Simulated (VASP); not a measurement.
Wanted: the native input for a VASP 6.6.1 run.

```yaml
Task: single point
Functional: r2SCAN
Potentials_or_basis: VASP PAW PBE potentials, release 64 (Bi_d, Cs_sv, Ag, Br)
Cutoff: 520 eV
k_mesh: 4 × 4 × 4
Occupations: fermi-dirac, width 0.05 eV
Spin: no spin polarisation
Dipole_correction: no
Further_INCAR_settings: ALGO = Normal; EDIFF = 1e-07; NBANDS = 54
```

The system is Cs2AgBiBr6.

```
Bi Cs Ag Br
1.0
     0.00000    5.61610    5.61610
     5.61610    0.00000    5.61610
     5.61610    5.61610    0.00000
Bi Cs Ag Br
1 2 1 6
Direct
  0.00000 0.00000 0.00000
  0.75000 0.75000 0.75000
  0.25000 0.25000 0.25000
  0.50000 0.50000 0.50000
  0.74945 0.74945 0.25055
  0.25055 0.25055 0.74945
  0.74945 0.25055 0.25055
  0.74945 0.25055 0.74945
  0.25055 0.74945 0.74945
  0.25055 0.74945 0.25055
```

The input as run:

POSCAR

```
Cs2AgBiBr6
1.0
    0.0000000000      5.6161000000      5.6161000000
    5.6161000000      0.0000000000      5.6161000000
    5.6161000000      5.6161000000      0.0000000000
Bi Cs Ag Br
1 2 1 6
Direct
    0.0000000000      0.0000000000      0.0000000000
    0.7500000000      0.7500000000      0.7500000000
    0.2500000000      0.2500000000      0.2500000000
    0.5000000000      0.5000000000      0.5000000000
    0.7494500000      0.7494500000      0.2505500000
    0.2505500000      0.2505500000      0.7494500000
    0.7494500000      0.2505500000      0.2505500000
    0.7494500000      0.2505500000      0.7494500000
    0.2505500000      0.7494500000      0.7494500000
    0.2505500000      0.7494500000      0.2505500000
```

INCAR.step1

```
SYSTEM = Cs2AgBiBr6
PREC     = Accurate       ! precision mode
ENCUT    = 520            ! plane-wave cutoff, eV
ISMEAR   = -1             ! smearing method
SIGMA    = 0.05           ! smearing width, eV
LREAL    = .FALSE.        ! projectors in reciprocal space
LASPH    = .TRUE.         ! aspherical terms in the spheres
NELM     = 80             ! most SCF steps
NBANDS   = 54             ! bands
GGA      = PE             ! functional
ALGO     = Normal         ! electronic algorithm
EDIFF    = 1E-4           ! SCF threshold, eV
LWAVE    = .TRUE.         ! write WAVECAR
LCHARG   = .FALSE.        ! write CHGCAR
```

INCAR.step2

```
SYSTEM = Cs2AgBiBr6
PREC     = Accurate       ! precision mode
ENCUT    = 520            ! plane-wave cutoff, eV
EDIFF    = 1E-7           ! SCF threshold, eV
ISMEAR   = -1             ! smearing method
SIGMA    = 0.05           ! smearing width, eV
LREAL    = .FALSE.        ! projectors in reciprocal space
LASPH    = .TRUE.         ! aspherical terms in the spheres
NELM     = 80             ! most SCF steps
ALGO     = Normal         ! electronic algorithm
ISIF     = 2              ! what is computed and relaxed
LWAVE    = .FALSE.        ! write WAVECAR
LCHARG   = .FALSE.        ! write CHGCAR
METAGGA  = R2SCAN         ! meta-GGA
LMIXTAU  = .TRUE.       
NBANDS   = 54             ! bands
ISTART   = 1
```

KPOINTS

```
Automatic mesh
0
G
  4 4 4
  0 0 0
```

Potentials or basis: VASP PAW PBE potentials, release 64 (Bi_d, Cs_sv, Ag, Br).

Run with:

```bash
$ cat potpaw_PBE.64/Bi_d/POTCAR potpaw_PBE.64/Cs_sv/POTCAR potpaw_PBE.64/Ag/POTCAR potpaw_PBE.64/Br/POTCAR > POTCAR
$ cp INCAR.step1 INCAR
$ mpirun -np 1 vasp_std > vasp.out
$ cp INCAR.step2 INCAR
$ mpirun -np 1 vasp_std > vasp.out
```

Results of the run:

| Quantity | Value |
| --- | --- |
| Pressure | 1.0 GPa |
| Largest force | 0.248 eV/Å |
| Band gap on the k mesh | 1.65 eV (least direct gap 2.84 eV) |

Caveat: the PAW data sets were made with another functional, which shifts forces and pressure a little; spin-orbit coupling is left out, which moves the levels of the heavy elements.

Wall time 33 min on 1 thread of AMD EPYC 7R43 64-Core Processor (Zen 3) (shared host), peak memory 0.56 GiB.
